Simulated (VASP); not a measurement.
# Ta3RhN4 in VASP: further runs

The runs below take Ta3RhN4 through single point, with PBE.

Program: VASP 6.6.1. These are calculated values, not measurements. Logs are shortened: lines on timing, memory, paths and dates and some standing lists are left out, and cuts for length are marked.

## 1. The cell of the first run

The structure is tetragonal, space group P4/mmm (No. 123). The conventional cell has a = 2.990 Å, b = 2.990 Å, c = 10.047 Å, α = 90.00°, β = 90.00°, γ = 90.00°. Ta (site symmetry 4mm) has 5 N at 2.05 to 2.26 Å within 2.7 Å. Ta (site symmetry 4/mmm) has 6 N at 2.11 to 2.18 Å within 2.8 Å. Rh (site symmetry 4/mmm) has 4 N at 2.11 Å within 2.8 Å. Within 2.9 Å of N (site symmetry 4mm) lie 5 Ta at 2.18 to 2.26 Å and 1 Rh at 2.84 Å. N (site symmetry 4/mmm) has 2 Ta at 2.05 Å and 4 Rh at 2.11 Å within 2.7 Å. Within 2.8 Å of N (site symmetry 4/mmm) lie 4 Ta at 2.11 Å.

## 2. Single point, PBE

INCAR

```
ALGO = Normal ; EDIFF = 1E-7
ENCUT = 520 ; GGA = PE
ISIF = 2 ; ISMEAR = 0
LASPH = True ; LCHARG = True
LELF = True ; LREAL = False
LVHAR = True ; LWAVE = False
NBANDS = 44 ; NELM = 60
PREC = Accurate ; SIGMA = 0.2
```

KPOINTS

```
k-points
0
Gamma
  8 8 2
```

POSCAR

```
Ta3RhN4
1.0
    2.9895589719      0.0000000000      0.0000000000
    0.0000000000      2.9895589719      0.0000000000
    0.0000000000      0.0000000000     10.0467892421
Ta Rh N
3 1 4
Direct
    0.5000000000      0.5000000000      0.7954956005
    0.0000000000      0.0000000000      0.5000000000
    0.5000000000      0.5000000000      0.2045043995
    0.0000000000      0.0000000000      0.0000000000
    0.0000000000      0.0000000000      0.2829892410
    0.5000000000      0.5000000000      0.0000000000
    0.0000000000      0.0000000000      0.7170107590
    0.5000000000      0.5000000000      0.5000000000
```

Potentials or basis: VASP PAW PBE potentials, release 64 (Ta_pv, Rh_pv, N).

The run is started by

```sh
$ cat potpaw_PBE.64/Ta_pv/POTCAR potpaw_PBE.64/Rh_pv/POTCAR potpaw_PBE.64/N/POTCAR > POTCAR
$ mpirun -np 1 vasp_std > vasp.out
```

OUTCAR:

```text
EDIFF = 1E-7
   ENCUT = 520
   GGA = PE
   ISIF = 2
   ISMEAR = 0
   LASPH = True
   LREAL = False
   NELM = 60
   PREC = Accurate

 ion  position               nearest neighbor table
   1  0.500  0.500  0.795-   6 2.05   7 2.26   7 2.26   7 2.26   7 2.26   4 2.95   4 2.95   4 2.95
                             4 2.95
   2  0.000  0.000  0.500-   8 2.11   8 2.11   8 2.11   8 2.11   5 2.18   7 2.18
   3  0.500  0.500  0.205-   6 2.05   5 2.26   5 2.26   5 2.26   5 2.26   4 2.95   4 2.95   4 2.95
                             4 2.95
   4  0.000  0.000  0.000-   6 2.11   6 2.11   6 2.11   6 2.11   3 2.95   3 2.95   1 2.95   3 2.95
                             1 2.95   1 2.95   3 2.95   1 2.95
   5  0.000  0.000  0.283-   2 2.18   3 2.26   3 2.26   3 2.26   3 2.26
   6  0.500  0.500  0.000-   1 2.05   3 2.05   4 2.11   4 2.11   4 2.11   4 2.11
   7  0.000  0.000  0.717-   2 2.18   1 2.26   1 2.26   1 2.26   1 2.26
   8  0.500  0.500  0.500-   2 2.11   2 2.11   2 2.11   2 2.11

  LATTYP: Found a simple tetragonal cell.
 ALAT       =     2.9895589719
 C/A-ratio  =     3.3606258771

  Lattice vectors:

 A1 = (   2.9895589719,   0.0000000000,   0.0000000000)
 A2 = (   0.0000000000,   2.9895589719,   0.0000000000)
 A3 = (   0.0000000000,   0.0000000000,  10.0467892421)

Analysis of symmetry for initial positions (statically):
=====================================================================
 Subroutine PRICEL returns:
 Original cell was already a primitive cell.

 Routine SETGRP: Setting up the symmetry group for a
 simple tetragonal supercell.

 Subroutine GETGRP returns: Found 16 space group operations
 (whereof 16 operations were pure point group operations)
 out of a pool of 16 trial point group operations.

The static configuration has the point symmetry D_4h.

Analysis of symmetry for dynamics (positions and initial velocities):
=====================================================================
 Subroutine PRICEL returns:
 Original cell was already a primitive cell.

 Routine SETGRP: Setting up the symmetry group for a
 simple tetragonal supercell.

 Subroutine GETGRP returns: Found 16 space group operations
 (whereof 16 operations were pure point group operations)
 out of a pool of 16 trial point group operations.

The dynamic configuration has the point symmetry D_4h.

 Subroutine INISYM returns: Found 16 space group operations
 (whereof 16 operations are pure point group operations),
 and found     1 'primitive' translations

----------------------------------------------------------------------------------------

                                     Primitive cell

  volume of cell :      89.7928

  direct lattice vectors                    reciprocal lattice vectors
     2.989558972  0.000000000  0.000000000     0.334497499  0.000000000  0.000000000
     0.000000000  2.989558972  0.000000000     0.000000000  0.334497499  0.000000000
     0.000000000  0.000000000 10.046789242     0.000000000  0.000000000  0.099534287

  length of vectors
     2.989558972  2.989558972 10.046789242     0.334497499  0.334497499  0.099534287

  position of ions in fractional coordinates (direct lattice)
     0.500000000  0.500000000  0.795495600
     0.000000000  0.000000000  0.500000000
     0.500000000  0.500000000  0.204504400
     0.000000000  0.000000000  0.000000000
     0.000000000  0.000000000  0.282989241
     0.500000000  0.500000000  0.000000000
     0.000000000  0.000000000  0.717010759
     0.500000000  0.500000000  0.500000000

  ion indices of the primitive-cell ions
   primitive index   ion index
                 1           1
                 2           2
                 3           3
                 4           4
                 5           5
                 6           6
                 7           7
                 8           8

----------------------------------------------------------------------------------------

 KPOINTS: k-points

Automatic generation of k-mesh.
 Grid dimensions read from file:
 generate k-points for:    8    8    2

 Generating k-lattice:
[... 44 lines left out ...]
 non-spin polarized calculation
 Gauss-broadening in eV      SIGMA  =   0.20
  energy-cutoff  :      520.00
  volume of cell :       89.79
 maximum number of plane-waves:      2469
 NGX is ok and might be reduce to    24
   NGX = 11   NGY = 11   NGZ = 37

 number of electron      67.9999991 magnetization

 Free energy of the ion-electron system (eV)
  ---------------------------------------------------
  ext. energy  EPLUGINS =         0.00000000
  ---------------------------------------------------
  free energy    TOTEN  =       -80.89207408 eV

  energy without entropy =      -80.80224246  energy(sigma->0) =      -80.84715827

 E-fermi :   8.5709     XC(G=0): -13.0258

 val. band max:        8.5701403145   @ k =   0.3750   0.3750   0.5000
 cond. band min:       8.5820477227   @ k =   0.5000   0.3750   0.0000
 fundamental gap:      0.0119074082
 Fermi energy:         8.5709351004

 k-point     1 :       0.0000    0.0000    0.0000
  band No.  band energies     occupation
      1     -38.2154      2.00000
      2     -38.2154      2.00000
      3     -38.1835      2.00000
      4     -27.2930      2.00000
      5     -27.1809      2.00000
      6     -27.1018      2.00000
[... 36 lines left out ...]
     43      11.5456      0.00000
     44      11.6034      0.00000

 k-point     2 :       0.1250    0.0000    0.0000
  band No.  band energies     occupation
      1     -38.2392      2.00000
      2     -38.2126      2.00000
      3     -38.1814      2.00000
      4     -27.2802      2.00000
      5     -27.1743      2.00000
      6     -27.1156      2.00000
[... 36 lines left out ...]
     43      11.4761      0.00000
     44      11.9539      0.00000

 k-point     3 :       0.2500    0.0000    0.0000
  band No.  band energies     occupation
      1     -38.2963      2.00000
      2     -38.2058      2.00000
      3     -38.1762      2.00000
      4     -27.3597      2.00000
      5     -27.2499      2.00000
      6     -27.1379      2.00000
[... 976 lines left out ...]
     43      12.2700      0.00000
     44      12.4250      0.00000

 k-point    24 :       0.5000    0.1250    0.5000
  band No.  band energies     occupation
      1     -38.3723      2.00000
      2     -38.2187      2.00000
      3     -38.1667      2.00000
      4     -27.6550      2.00000
      5     -27.2421      2.00000
      6     -27.1897      2.00000
[... 36 lines left out ...]
     43      12.6384      0.00000
     44      12.9875      0.00000

 [... further k-points ...]

------------------------ aborting loop because EDIFF is reached ----------------------------------------

  FORCE on cell =-STRESS in cart. coord.  units (eV):
  Direction    XX          YY          ZZ          XY          YZ          ZX
  --------------------------------------------------------------------------------------
  -------------------------------------------------------------------------------------
  Total        0.1883274      0.1883274      0.5488705      0.0000000      0.0000000      0.0000000
  in kB        3.3603350      3.3603350      9.7935226      0.0000000      0.0000000      0.0000000
  external PRESSURE =       5.5047309 kB  Pullay stress =       0.0000000 kB

 VOLUME and BASIS-vectors are now :
 -----------------------------------------------------------------------------
  energy-cutoff  :      520.00
  volume of cell :       89.79
      direct lattice vectors                 reciprocal lattice vectors
     2.989558972  0.000000000  0.000000000     0.334497499  0.000000000  0.000000000
     0.000000000  2.989558972  0.000000000     0.000000000  0.334497499  0.000000000
     0.000000000  0.000000000 10.046789242     0.000000000  0.000000000  0.099534287

 POSITION                                       TOTAL-FORCE (eV/Angst)
 -----------------------------------------------------------------------------------
      1.49478      1.49478      7.99218        -0.000000      0.000000     -0.110736
      0.00000      0.00000      5.02339         0.000000     -0.000000     -0.000000
      1.49478      1.49478      2.05461         0.000000      0.000000      0.110736
      0.00000      0.00000      0.00000         0.000000     -0.000000     -0.000000
      0.00000      0.00000      2.84313         0.000000     -0.000000      0.059034
      1.49478      1.49478      0.00000         0.000000     -0.000000     -0.000000
      0.00000      0.00000      7.20366         0.000000     -0.000000     -0.059034
      1.49478      1.49478      5.02339         0.000000     -0.000000     -0.000000
 -----------------------------------------------------------------------------------
    total drift:                                0.000000     -0.000000     -0.000000

  FREE ENERGIE OF THE ION-ELECTRON SYSTEM (eV)
  ---------------------------------------------------
  free  energy   TOTEN  =       -80.8920740779 eV

  energy  without entropy=      -80.8022424599  energy(sigma->0) =      -80.84715827
```

It took 2.5 min on 1 thread of Oxide Virtual Turin-like, shared host; peak memory 0.23 GiB.

Results:

- Free energy: -80.8921 eV
- Pressure: 0.6 GPa
- Largest force: 0.111 eV/Å
- Band gap on the k mesh: zero (band 34 reaches 9.24 eV, above the bottom of band 35 at 6.15 eV)

Forces in eV/Å, atoms in the order of the input:
```
Ta   0.000  0.000 -0.111
Ta   0.000  0.000  0.000
Ta   0.000  0.000  0.111
Rh   0.000  0.000  0.000
N    0.000  0.000  0.059
N    0.000  0.000  0.000
N    0.000  0.000 -0.059
N    0.000  0.000  0.000
```

Levels at points of the mesh, in eV from the Fermi level:
```tsv
k point	band 32	band 33	band 34	band 35	band 36	band 37
(0.00, 0.00, 0.00)	-2.48	-2.48	-2.44	-2.42	-2.24	1.12
(0.50, 0.00, 0.00)	-0.92	-0.81	-0.43	1.66	1.76	1.94
(0.50, 0.50, 0.00)	-0.57	-0.42	-0.42	-0.02	2.29	2.29
(0.00, 0.00, 0.50)	-2.51	-2.46	-2.46	-2.24	-1.58	1.41
(0.50, 0.00, 0.50)	-1.56	-0.85	0.67	1.39	1.70	1.82
(0.50, 0.50, 0.50)	-0.57	-0.40	-0.40	0.07	2.28	2.28
```

Caveat: spin-orbit coupling is left out, which moves the levels of the heavy elements.

## 3. Single point, PBE

INCAR

```
ALGO = Normal
EDIFF = 1E-6
ENCUT = 520
GGA = PE
ISIF = 2
ISMEAR = 0
LASPH = True
LCHARG = False
LREAL = False
LWAVE = False
NBANDS = 44
NELM = 100
PREC = Accurate
SIGMA = 0.1
```

KPOINTS

```
k-points
0
Gamma
  10 10 4
```

POSCAR is that of step 2.

Potentials or basis: VASP PAW PBE potentials, release 64 (Ta_pv, Rh_pv, N).

The run is started by

```sh
$ cat potpaw_PBE.64/Ta_pv/POTCAR potpaw_PBE.64/Rh_pv/POTCAR potpaw_PBE.64/N/POTCAR > POTCAR
$ mpirun -np 1 vasp_std > vasp.out
```

Wall time 4.9 min (1 thread of Oxide Virtual Turin-like, shared host); peak memory 0.31 GiB.

The run converged. Its results:

```
Free energy            : -80.8588 eV
Pressure               : 0.5 GPa
Largest force          : 0.017 eV/Å
Band gap on the k mesh : zero (band 34 reaches 9.23 eV, above the bottom of band 35 at 6.14 eV)
```

Forces in eV/Å, atoms in the order of the input:
```
Ta   0.000  0.000 -0.017
Ta   0.000  0.000  0.000
Ta   0.000  0.000  0.017
Rh   0.000  0.000  0.000
N    0.000  0.000 -0.003
N    0.000  0.000  0.000
N    0.000  0.000  0.003
N    0.000  0.000  0.000
```

Levels at points of the mesh, in eV from the Fermi level:
```csv
k point,band 32,band 33,band 34,band 35,band 36,band 37
"(0.00, 0.00, 0.00)",-2.46,-2.46,-2.45,-2.43,-2.19,1.13
"(0.50, 0.00, 0.00)",-0.88,-0.82,-0.44,1.64,1.76,1.95
"(0.50, 0.50, 0.00)",-0.54,-0.41,-0.41,0.01,2.29,2.29
"(0.00, 0.00, 0.50)",-2.52,-2.45,-2.45,-2.19,-1.58,1.41
"(0.50, 0.00, 0.50)",-1.56,-0.82,0.66,1.39,1.69,1.83
"(0.50, 0.50, 0.50)",-0.54,-0.39,-0.39,0.11,2.28,2.28
```

Caveat: spin-orbit coupling is left out, which moves the levels of the heavy elements.

## 4. Single point, PBE

INCAR

```
PREC = Accurate
ENCUT = 520
EDIFF = 1E-7
ISMEAR = 0
SIGMA = 0.2
LREAL = False
LASPH = True
NELM = 60
ALGO = Normal
ISIF = 2
LWAVE = False
LCHARG = False
GGA = PE
NBANDS = 44
```

KPOINTS

```
Automatic mesh
0
Gamma
  8 8 2
```

POSCAR

```
Ta3RhN4
1.0
    2.9877117393     -0.0000289156     -0.0001231021
   -0.0000282432      2.9878434049     -0.0000519840
   -0.0001429804     -0.0000748434     10.0568849878
Ta Rh N
3 1 4
Direct
    0.5000251482      0.5000013861      0.7950283046
   -0.0000091417      0.0000211490      0.5000039840
    0.4999755388      0.4999862917      0.2049799336
    0.0000073689     -0.0000087636      0.0000042976
   -0.0000327609     -0.0000181201      0.2837465545
    0.5000005874      0.4999987590      0.0000040478
    0.0000409899      0.0000078262      0.7162459790
    0.4999922692      0.5000114717      0.4999868989
```

The run is started by

```sh
$ cat potpaw_PBE.64/Ta_pv/POTCAR potpaw_PBE.64/Rh_pv/POTCAR potpaw_PBE.64/N/POTCAR > POTCAR
$ mpirun -np 1 vasp_std > vasp.out
```

Run time: 6.9 min. Hardware: 1 thread of Oxide Virtual Turin-like, shared host; peak memory 0.33 GiB.

Results (log left out):

```
Free energy            : -80.8932 eV
Pressure               : 0.5 GPa
Largest force          : 0.013 eV/Å
Band gap on the k mesh : zero (band 34 reaches 9.24 eV, above the bottom of band 35 at 6.12 eV)
```

Forces in eV/Å, atoms in the order of the input:
```
Ta   0.000  0.000 -0.013
Ta   0.000  0.000 -0.001
Ta   0.000  0.000  0.013
Rh   0.000  0.000  0.000
N    0.001  0.000 -0.001
N    0.000  0.000  0.000
N   -0.001  0.000  0.002
N    0.000  0.000  0.000
```

Levels at points of the mesh, in eV from the Fermi level:
```csv
k point,band 30,band 31,band 32,band 33,band 34,band 35,band 36,band 37,band 38,band 39
"(0.00, 0.00, 0.00)",-2.57,-2.57,-2.48,-2.47,-2.45,-2.45,-2.24,1.14,1.95,2.02
"(0.50, 0.00, 0.00)",-1.99,-1.54,-0.91,-0.83,-0.44,1.67,1.75,1.94,2.26,2.75
"(0.00, 0.50, 0.00)",-1.99,-1.54,-0.92,-0.83,-0.44,1.67,1.75,1.94,2.26,2.75
"(0.50, 0.50, 0.00)",-3.58,-1.73,-0.57,-0.41,-0.41,-0.01,2.27,2.27,2.74,2.92
"(0.00, 0.00, 0.50)",-2.70,-2.70,-2.53,-2.45,-2.45,-2.24,-1.60,1.40,1.95,1.96
"(0.50, 0.00, 0.50)",-1.94,-1.66,-1.59,-0.85,0.66,1.37,1.71,1.82,2.21,2.72
"(0.00, 0.50, 0.50)",-1.94,-1.66,-1.59,-0.85,0.66,1.37,1.71,1.82,2.21,2.72
"(0.50, 0.50, 0.50)",-3.84,-1.31,-0.57,-0.39,-0.39,0.08,2.27,2.27,3.01,3.01
```

Caveat: spin-orbit coupling is left out, which moves the levels of the heavy elements.

## 5. Single point, PBE, collinear spin, ferromagnetic start

INCAR

```
SYSTEM = Ta3RhN4
  ALGO = Normal
  EDIFF = 1E-6
  ENCUT = 520
  GGA = PE
  ISIF = 2
  ISMEAR = 0
  ISPIN = 2
  LASPH = .TRUE.
  LCHARG = .FALSE.
  LMAXMIX = 4
  LORBIT = 11
  LREAL = .FALSE.
  LWAVE = .FALSE.
  MAGMOM = 0 0 0 1 0 0 0 0
  NBANDS = 48
  NELM = 150
  PREC = Accurate
  SIGMA = 0.15
```

KPOINTS

```
k-points
0
G
  4 4 2
  0 0 0
```

POSCAR

```
Ta3RhN4
1.0
    2.9968381316      0.0000000000      0.0000000000
    0.0000000000      2.9968381316      0.0000000000
    0.0000000000      0.0000000000      9.9868341380
Ta Rh N
3 1 4
Direct
    0.5000000000      0.5000000000      0.7937321119
    0.0000000000      0.0000000000      0.5000000000
    0.5000000000      0.5000000000      0.2062678881
    0.0000000000      0.0000000000      0.0000000000
    0.0000000000      0.0000000000      0.2829799918
    0.5000000000      0.5000000000      0.0000000000
    0.0000000000      0.0000000000      0.7170200082
    0.5000000000      0.5000000000      0.5000000000
```

The run is started by

```sh
$ cat potpaw_PBE.64/Ta_pv/POTCAR potpaw_PBE.64/Rh_pv/POTCAR potpaw_PBE.64/N/POTCAR > POTCAR
$ mpirun -np 1 vasp_std > vasp.out
```

Run time: 2.2 min. Hardware: 1 thread of Oxide Virtual Turin-like, shared host; peak memory 0.25 GiB.

The run converged. Its results:

```
Free energy                                           : -80.7552 eV
Pressure                                              : 0.7 GPa
Largest force                                         : 0.029 eV/Å
Band gap on the k mesh                                : zero (filled and empty bands overlap)
Net moment                                            : 0.01 μB per cell
Valence electrons inside the program's atomic spheres : Ta 8.83, 8.88; Rh 13.95; N 3.71, 3.73, 3.77
```

Forces on the atoms (eV/Å):
```
Ta   0.000  0.000 -0.029
Ta   0.000  0.000  0.000
Ta   0.000  0.000  0.029
Rh   0.000  0.000  0.000
N    0.000  0.000  0.003
N    0.000  0.000  0.000
N    0.000  0.000 -0.003
N    0.000  0.000  0.000
```

Stress tensor (GPa, compression positive):
```
0.63 0.00 0.00
0.00 0.63 0.00
0.00 0.00 0.84
```

Levels at points of the mesh, in eV from the Fermi level:
Spin up:
```
           k point  band 30  band 31  band 32  band 33  band 34  band 35  band 36  band 37  band 38  band 39
(0.00, 0.00, 0.00)    -2.55    -2.55    -2.39    -2.34    -2.29    -2.29    -2.19     1.23     2.19     2.19
(0.50, 0.00, 0.00)    -1.95    -1.45    -0.88    -0.70    -0.30     1.63     1.86     2.08     2.24     2.75
(0.50, 0.50, 0.00)    -3.39    -1.64    -0.54    -0.20    -0.20    -0.01     2.23     2.23     2.78     2.95
(0.00, 0.00, 0.50)    -2.57    -2.57    -2.49    -2.32    -2.32    -2.19    -1.47     1.59     2.01     2.22
(0.50, 0.00, 0.50)    -1.90    -1.56    -1.46    -0.80     0.84     1.46     1.68     1.95     2.19     2.71
(0.50, 0.50, 0.50)    -3.60    -1.22    -0.54    -0.18    -0.18     0.09     2.22     2.22     2.95     2.95
```
Spin down:
| k point | band 31 | band 32 | band 33 | band 34 | band 35 | band 36 | band 37 | band 38 |
| --- | --- | --- | --- | --- | --- | --- | --- | --- |
| (0.00, 0.00, 0.00) | -2.55 | -2.39 | -2.34 | -2.29 | -2.29 | -2.19 | 1.23 | 2.19 |
| (0.50, 0.00, 0.00) | -1.45 | -0.88 | -0.70 | -0.30 | 1.63 | 1.86 | 2.08 | 2.24 |
| (0.50, 0.50, 0.00) | -1.64 | -0.54 | -0.20 | -0.20 | -0.01 | 2.23 | 2.23 | 2.78 |
| (0.00, 0.00, 0.50) | -2.57 | -2.49 | -2.32 | -2.32 | -2.19 | -1.47 | 1.59 | 2.01 |
| (0.50, 0.00, 0.50) | -1.56 | -1.46 | -0.80 | 0.84 | 1.47 | 1.68 | 1.95 | 2.19 |
| (0.50, 0.50, 0.50) | -1.22 | -0.54 | -0.18 | -0.18 | 0.09 | 2.22 | 2.22 | 2.96 |

Caveat: the k points lie up to 0.52 Å⁻¹ apart; spin-orbit coupling is left out, which moves the levels of the heavy elements.

## 6. The runs side by side

| spin | cell | k mesh | smearing | gap on the mesh (eV) | pressure (GPa) | largest force (eV/Å) |
| --- | --- | --- | --- | --- | --- | --- |
| off | a = 2.990, b = 2.990, c = 10.047 Å, 8 atoms | 8 × 8 × 2 | gaussian 0.2 eV | none | 0.6 | 0.11 |
| off | a = 2.990, b = 2.990, c = 10.047 Å, 8 atoms | 10 × 10 × 4 | gaussian 0.1 eV | none | 0.5 | 0.02 |
| off | a = 2.988, b = 2.988, c = 10.057 Å, 8 atoms | 8 × 8 × 2 | gaussian 0.2 eV | none | 0.5 | 0.01 |
| collinear, ferromagnetic start | a = 2.997, b = 2.997, c = 9.987 Å, 8 atoms | 4 × 4 × 2 | gaussian 0.15 eV | none | 0.7 | 0.03 |

Alike in all rows: task single point; level PBE; potentials or basis VASP PAW PBE potentials, release 64 (Ta_pv, Rh_pv, N); cutoff (eV) 520.

Caveats: some runs use coarse meshes; spin-orbit coupling is left out, which moves the levels of the heavy elements.

Absolute energies hang on the potentials; compare differences alone.
